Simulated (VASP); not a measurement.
# RbBr (Pm-3m) in VASP: further runs

Runs on RbBr. Level: LDA. Tasks: single point, relaxation of cell and atoms.

All numbers are computed with VASP 6.6.1; they aren't measurements. Logs are shortened: lines on timing, memory, paths and dates and some standing lists are left out, and cuts for length are marked.

## Step 1: The cell of the first run

The structure is cubic, space group Pm-3m (No. 221). The conventional cell has a = 3.968 Å, b = 3.968 Å, c = 3.968 Å, α = 90.00°, β = 90.00°, γ = 90.00°. Within 4.5 Å of Rb (site symmetry m-3m) lie 8 Br at 3.44 Å and 6 Rb at 3.97 Å. Within 4.5 Å of Br (site symmetry m-3m) lie 8 Rb at 3.44 Å and 6 Br at 3.97 Å.

## Step 2: Single point, LDA

Contents of INCAR:

```
SYSTEM = RbBr
PREC = Accurate
ENCUT = 500
EDIFF = 1E-6
ISMEAR = 0
SIGMA = 0.02
LREAL = .False.
LASPH = .True.
NELM = 120
ALGO = Normal
ISIF = 2
LWAVE = .False.
LCHARG = .False.
NBANDS = 15
GGA_COMPAT = .False.
```

Contents of KPOINTS:

```
Automatic mesh
0
Gamma
  6 6 6
  0 0 0
```

Contents of POSCAR:

```
RbBr
1.0
    3.9676059176      0.0000000000      0.0000000000
    0.0000000000      3.9676059176      0.0000000000
    0.0000000000      0.0000000000      3.9676059176
Rb Br
1 1
Direct
    0.0000000000      0.0000000000      0.0000000000
    0.5000000000      0.5000000000      0.5000000000
```

Potentials or basis: VASP PAW LDA potentials, release 64 (Rb_sv, Br).

Run with:

```console
$ cat potpaw_LDA.64/Rb_sv/POTCAR potpaw_LDA.64/Br/POTCAR > POTCAR
$ mpirun -np 1 vasp_std > vasp.out
```

OUTCAR:

```text
SYSTEM = RbBr
   PREC = Accurate
   ENCUT = 500
   EDIFF = 1E-6
   ISMEAR = 0
   LREAL = .False.
   LASPH = .True.
   NELM = 120
   ISIF = 2

 ion  position               nearest neighbor table
   1  0.000  0.000  0.000-   2 3.44   2 3.44   2 3.44   2 3.44   2 3.44   2 3.44   2 3.44   2 3.44

   2  0.500  0.500  0.500-   1 3.44   1 3.44   1 3.44   1 3.44   1 3.44   1 3.44   1 3.44   1 3.44

  LATTYP: Found a simple cubic cell.
 ALAT       =     3.9676059176

  Lattice vectors:

 A1 = (   3.9676059176,   0.0000000000,   0.0000000000)
 A2 = (   0.0000000000,   3.9676059176,   0.0000000000)
 A3 = (   0.0000000000,   0.0000000000,   3.9676059176)

Analysis of symmetry for initial positions (statically):
=====================================================================
 Subroutine PRICEL returns:
 Original cell was already a primitive cell.

 Routine SETGRP: Setting up the symmetry group for a
 simple cubic supercell.

 Subroutine GETGRP returns: Found 48 space group operations
 (whereof 48 operations were pure point group operations)
 out of a pool of 48 trial point group operations.

The static configuration has the point symmetry O_h .

Analysis of symmetry for dynamics (positions and initial velocities):
=====================================================================
 Subroutine PRICEL returns:
 Original cell was already a primitive cell.

 Routine SETGRP: Setting up the symmetry group for a
 simple cubic supercell.

 Subroutine GETGRP returns: Found 48 space group operations
 (whereof 48 operations were pure point group operations)
 out of a pool of 48 trial point group operations.

The dynamic configuration has the point symmetry O_h .

 Subroutine INISYM returns: Found 48 space group operations
 (whereof 48 operations are pure point group operations),
 and found     1 'primitive' translations

----------------------------------------------------------------------------------------

                                     Primitive cell

  volume of cell :      62.4576

  direct lattice vectors                    reciprocal lattice vectors
     3.967605918  0.000000000  0.000000000     0.252041161  0.000000000  0.000000000
     0.000000000  3.967605918  0.000000000     0.000000000  0.252041161  0.000000000
     0.000000000  0.000000000  3.967605918     0.000000000  0.000000000  0.252041161

  length of vectors
     3.967605918  3.967605918  3.967605918     0.252041161  0.252041161  0.252041161

  position of ions in fractional coordinates (direct lattice)
     0.000000000  0.000000000  0.000000000
     0.500000000  0.500000000  0.500000000

  ion indices of the primitive-cell ions
   primitive index   ion index
                 1           1
                 2           2

----------------------------------------------------------------------------------------

 KPOINTS: Automatic mesh

Automatic generation of k-mesh.
 Grid dimensions read from file:
 generate k-points for:    6    6    6

 Generating k-lattice:

  Cartesian coordinates                     Fractional coordinates (reciprocal lattice)
     0.042006860  0.000000000  0.000000000     0.166666667  0.000000000  0.000000000
     0.000000000  0.042006860  0.000000000     0.000000000  0.166666667  0.000000000
     0.000000000  0.000000000  0.042006860     0.000000000  0.000000000  0.166666667

  Length of vectors
     0.042006860  0.042006860  0.042006860

  Shift w.r.t. Gamma in fractional coordinates (k-lattice)
     0.000000000  0.000000000  0.000000000

 Subroutine IBZKPT returns following result:
 ===========================================

 Found     20 irreducible k-points:

 Following reciprocal coordinates:
            Coordinates               Weight
  0.000000  0.000000  0.000000      1.000000
  0.166667  0.000000  0.000000      6.000000
  0.333333  0.000000  0.000000      6.000000
  0.500000  0.000000  0.000000      3.000000
  0.166667  0.166667  0.000000     12.000000
  0.333333  0.166667  0.000000     24.000000
[... 12 lines left out ...]
  0.500000  0.500000  0.333333      6.000000
  0.500000  0.500000  0.500000      1.000000
   k-points           NKPTS =     20   k-points in BZ     NKDIM =     20   number of bands    NBANDS=     15
   number of dos      NEDOS =    301   number of ions     NIONS =      2
   total plane-waves  NPLWV =  27000
   dimension x,y,z NGX =    30 NGY =   30 NGZ =   30
   dimension x,y,z NGXF=    60 NGYF=   60 NGZF=   60
   ions per type =               1   1
   NGX,Y,Z   is equivalent  to a cutoff of  12.57, 12.57, 12.57 a.u.
   NGXF,Y,Z  is equivalent  to a cutoff of  25.14, 25.14, 25.14 a.u.
 SYSTEM =  RbBr
   PREC   = accura    normal or accurate (medium, high low for compatibility)
   ISTART =      0    job   : 0-new  1-cont  2-samecut
   ICHARG =      2    charge: 1-file 2-atom 10-const
   ISPIN  =      1    spin polarized calculation?
   LNONCOLLINEAR =      F non collinear calculations
   LSORBIT =      F    spin-orbit coupling
   LASPH  =      T    aspherical Exc in radial PAW
   ENCUT  =  500.0 eV  36.75 Ry    6.06 a.u.   7.23  7.23  7.23*2*pi/ulx,y,z
   NELM   =    120;   NELMIN=  2; NELMDL= -5     # of ELM steps
   EDIFF  = 0.1E-05   stopping-criterion for ELM
   LREAL  =      F    real-space projection
   EDIFFG = 0.1E-04   stopping-criterion for IOM
   NSW    =      0    number of steps for IOM
   IBRION =     -1    ionic relax: 0-MD 1-quasi-New 2-CG
   NFREE  =      0    steps in history (QN), initial steepest desc. (CG)
   ISIF   =      2    stress and relaxation
   ISYM   =      2    0-nonsym 1-usesym 2-fastsym
   POTIM  = 0.5000    time-step for ionic-motion
   TEBEG  =    0.0;   TEEND  =   0.0 temperature during run
   PSTRESS=    0.0 pullay stress
   NELECT =      16.0000    total number of electrons
   NUPDOWN=      -1.0000    fix difference up-down
   EMIN   =  10.00;   EMAX   =-10.00  energy-range for DOS
   EFERMI =   0.00;   METHOD = LEGACY
   ISMEAR =     0;   SIGMA  =   0.02  broadening in eV -4-tet -1-fermi 0-gaus
   EFERMI_NEDOS =   21; number of points for ismear=-14 and -15
   IALGO  =     38    algorithm
   IMIX   =      4    mixing-type and parameters
     AMIX     =   0.40;   BMIX     =  1.00
     AMIX_MAG =   1.60;   BMIX_MAG =  1.00
  volume/ion in A,a.u.               =      31.23       210.74
  Fermi-wavevector in a.u.,A,eV,Ry     =   1.039728  1.964801 14.708357  1.081034
  Thomas-Fermi vector in A             =   2.174271
   LORBIT       =      0    0 simple, 1 ext, 2 COOP (PROOUT), +10 PAW based schemes
   GGA     = CA    functional components
   LHFCALC =     F    Hartree Fock is set to
   AEXX    =    0.0000 exact exchange contribution
   IVDW    =     0    specifies the selected vdW correction
   LEPSILON=     F    determine dielectric tensor
   LRPA    =     F    only Hartree local field effects (RPA)
 non-spin polarized calculation
 Gauss-broadening in eV      SIGMA  =   0.02
  energy-cutoff  :      500.00
  volume of cell :       62.46
 maximum number of plane-waves:      1622
 NGX is ok and might be reduce to    30
   NGX = 15   NGY = 15   NGZ = 15

 number of electron      15.9999999 magnetization

 Free energy of the ion-electron system (eV)
  ---------------------------------------------------
  ext. energy  EPLUGINS =         0.00000000
  ---------------------------------------------------
  free energy    TOTEN  =        -6.71973389 eV

  energy without entropy =       -6.71973389  energy(sigma->0) =       -6.71973389

 E-fermi :  -0.0363     XC(G=0):  -8.9031

 val. band max:       -0.2299068976   @ k =   0.5000   0.5000   0.0000
 cond. band min:       3.8967541177   @ k =   0.0000   0.0000   0.0000
 fundamental gap:      4.1266610153
 Fermi energy:        -0.0362878996

 k-point     1 :       0.0000    0.0000    0.0000
  band No.  band energies     occupation
      1     -25.0444      2.00000
      2     -13.0943      2.00000
      3      -9.0672      2.00000
      4      -9.0672      2.00000
      5      -9.0672      2.00000
      6      -0.3857      2.00000
      7      -0.3857      2.00000
      8      -0.3857      2.00000
      9       3.8968      0.00000
     10       4.9034      0.00000
     11       4.9034      0.00000
     12       9.8893      0.00000
     13       9.8893      0.00000
     14       9.8893      0.00000
     15      12.7800      0.00000

 k-point     2 :       0.1667    0.0000    0.0000
  band No.  band energies     occupation
      1     -25.0353      2.00000
      2     -13.0982      2.00000
      3      -9.1154      2.00000
      4      -9.0476      2.00000
      5      -9.0476      2.00000
      6      -1.0336      2.00000
      7      -0.4222      2.00000
      8      -0.4222      2.00000
      9       4.6490      0.00000
     10       5.1338      0.00000
     11       5.6593      0.00000
     12       9.7408      0.00000
     13       9.7408      0.00000
     14      10.0663      0.00000
     15      11.2741      0.00000

 k-point     3 :       0.3333    0.0000    0.0000
  band No.  band energies     occupation
      1     -25.0169      2.00000
      2     -13.1104      2.00000
      3      -9.1929      2.00000
      4      -9.0077      2.00000
      5      -9.0077      2.00000
      6      -1.9787      2.00000
      7      -0.4986      2.00000
      8      -0.4986      2.00000
      9       5.7784      0.00000
     10       6.0967      0.00000
     11       7.2064      0.00000
     12       9.3140      0.00000
     13       9.6973      0.00000
     14       9.6973      0.00000
     15      10.5126      0.00000

 k-point     4 :       0.5000    0.0000    0.0000
  band No.  band energies     occupation
      1     -25.0077      2.00000
      2     -13.1188      2.00000
      3      -9.2222      2.00000
      4      -8.9875      2.00000
      5      -8.9875      2.00000
      6      -2.3650      2.00000
      7      -0.5384      2.00000
      8      -0.5384      2.00000
      9       6.3671      0.00000
     10       7.1438      0.00000
     11       7.7858      0.00000
     12       8.2610      0.00000
     13       9.9016      0.00000
     14       9.9016      0.00000
     15      10.8269      0.00000
[... 235 lines left out ...]
 k-point    18 :       0.5000    0.3333    0.3333
  band No.  band energies     occupation
      1     -24.9599      2.00000
      2     -12.7702      2.00000
      3      -9.4372      2.00000
      4      -9.3404      2.00000
      5      -9.2977      2.00000
      6      -1.7689      2.00000
      7      -1.6457      2.00000
      8      -1.3644      2.00000
      9       6.7490      0.00000
     10       7.5079      0.00000
     11       7.5428      0.00000
     12       9.2216      0.00000
     13       9.2735      0.00000
     14       9.7136      0.00000
     15      12.4563      0.00000

 k-point    19 :       0.5000    0.5000    0.3333
  band No.  band energies     occupation
      1     -24.9521      2.00000
      2     -12.7201      2.00000
      3      -9.4341      2.00000
      4      -9.4341      2.00000
      5      -9.2862      2.00000
      6      -1.8139      2.00000
      7      -1.8139      2.00000
      8      -1.5937      2.00000
      9       6.9748      0.00000
     10       7.8930      0.00000
     11       7.8930      0.00000
     12       8.5918      0.00000
     13      10.0662      0.00000
     14      10.0662      0.00000
     15      12.4747      0.00000

 k-point    20 :       0.5000    0.5000    0.5000
  band No.  band energies     occupation
      1     -24.9444      2.00000
      2     -12.6801      2.00000
      3      -9.3958      2.00000
      4      -9.3958      2.00000
      5      -9.3958      2.00000
      6      -1.9387      2.00000
      7      -1.9387      2.00000
      8      -1.9387      2.00000
      9       8.1537      0.00000
     10       8.1537      0.00000
     11       8.1537      0.00000
     12       9.5476      0.00000
     13       9.5476      0.00000
     14       9.5476      0.00000
     15      12.5563      0.00000

------------------------ aborting loop because EDIFF is reached ----------------------------------------

  FORCE on cell =-STRESS in cart. coord.  units (eV):
  Direction    XX          YY          ZZ          XY          YZ          ZX
  --------------------------------------------------------------------------------------
  -------------------------------------------------------------------------------------
  Total        0.0254170      0.0254170      0.0254170      0.0000000     -0.0000000      0.0000000
  in kB        0.6520037      0.6520037      0.6520037      0.0000000     -0.0000000      0.0000000
  external PRESSURE =       0.6520037 kB  Pullay stress =       0.0000000 kB

 VOLUME and BASIS-vectors are now :
 -----------------------------------------------------------------------------
  energy-cutoff  :      500.00
  volume of cell :       62.46
      direct lattice vectors                 reciprocal lattice vectors
     3.967605918  0.000000000  0.000000000     0.252041161  0.000000000  0.000000000
     0.000000000  3.967605918  0.000000000     0.000000000  0.252041161  0.000000000
     0.000000000  0.000000000  3.967605918     0.000000000  0.000000000  0.252041161

 POSITION                                       TOTAL-FORCE (eV/Angst)
 -----------------------------------------------------------------------------------
      0.00000      0.00000      0.00000         0.000000      0.000000      0.000000
      1.98380      1.98380      1.98380         0.000000      0.000000      0.000000
 -----------------------------------------------------------------------------------
    total drift:                                0.000000      0.000000     -0.000000

  FREE ENERGIE OF THE ION-ELECTRON SYSTEM (eV)
  ---------------------------------------------------
  free  energy   TOTEN  =        -6.7197338885 eV

  energy  without entropy=       -6.7197338885  energy(sigma->0) =       -6.71973389
```

It took 22 s on 1 thread of Intel Xeon 8259CL, shared host; peak memory 0.15 GiB.

Results:

| Quantity | Value |
| --- | --- |
| Free energy | -6.7197 eV |
| Pressure | 0.1 GPa |
| Band gap on the k mesh | 4.13 eV, indirect (least direct gap 4.28 eV) |

Levels at points of the mesh, in eV from the valence-band top:
```
           k point  band 4  band 5  band 6  band 7  band 8  band 9  band 10  band 11  band 12  band 13
(0.00, 0.00, 0.00)   -8.84   -8.84   -0.16   -0.16   -0.16    4.13     5.13     5.13    10.12    10.12
(0.50, 0.00, 0.00)   -8.76   -8.76   -2.14   -0.31   -0.31    6.60     7.37     8.02     8.49    10.13
(0.50, 0.50, 0.00)   -9.31   -8.71   -1.21   -1.21    0.00    5.02     6.05     7.84     7.84    11.40
(0.50, 0.50, 0.50)   -9.17   -9.17   -1.71   -1.71   -1.71    8.38     8.38     8.38     9.78     9.78
```

A k mesh can miss the band edges. As with any semilocal functional, this LDA gap is likely too small.

## Step 3: Single point, LDA

Contents of INCAR:

```
SYSTEM = RbBr
PREC = Accurate ; ENCUT = 500
EDIFF = 1E-6 ; ISMEAR = 0
SIGMA = 0.02 ; LREAL = .FALSE.
LASPH = .TRUE. ; NELM = 120
ALGO = Normal ; ISIF = 2
LWAVE = .FALSE. ; LCHARG = .FALSE.
GGA = CA ; NBANDS = 15
GGA_COMPAT = .FALSE.
```

Contents of KPOINTS:

```
Automatic mesh
0
G
  6 6 6
  0 0 0
```

POSCAR is that of step 2.

Potentials or basis: VASP PAW LDA potentials, release 64 (Rb_sv, Br).

Run with:

```console
$ cat potpaw_LDA.64/Rb_sv/POTCAR potpaw_LDA.64/Br/POTCAR > POTCAR
$ mpirun -np 1 vasp_std > vasp.out
```

It took 24 s on 1 thread of Intel Xeon 8259CL, shared host; peak memory 0.15 GiB.

Results (log left out):

| Quantity | Value |
| --- | --- |
| Free energy | -6.7197 eV |
| Pressure | 0.1 GPa |
| Band gap on the k mesh | 4.13 eV, indirect (least direct gap 4.28 eV) |

Levels at points of the mesh, in eV from the valence-band top:
| k point | band 5 | band 6 | band 7 | band 8 | band 9 | band 10 | band 11 | band 12 |
| --- | --- | --- | --- | --- | --- | --- | --- | --- |
| (0.00, 0.00, 0.00) | -8.84 | -0.16 | -0.16 | -0.16 | 4.13 | 5.13 | 5.13 | 10.12 |
| (0.50, 0.00, 0.00) | -8.76 | -2.14 | -0.31 | -0.31 | 6.60 | 7.37 | 8.02 | 8.49 |
| (0.50, 0.50, 0.00) | -8.71 | -1.21 | -1.21 | 0.00 | 5.02 | 6.05 | 7.84 | 7.84 |
| (0.50, 0.50, 0.50) | -9.17 | -1.71 | -1.71 | -1.71 | 8.38 | 8.38 | 8.38 | 9.78 |

[end of part 1 of 2]
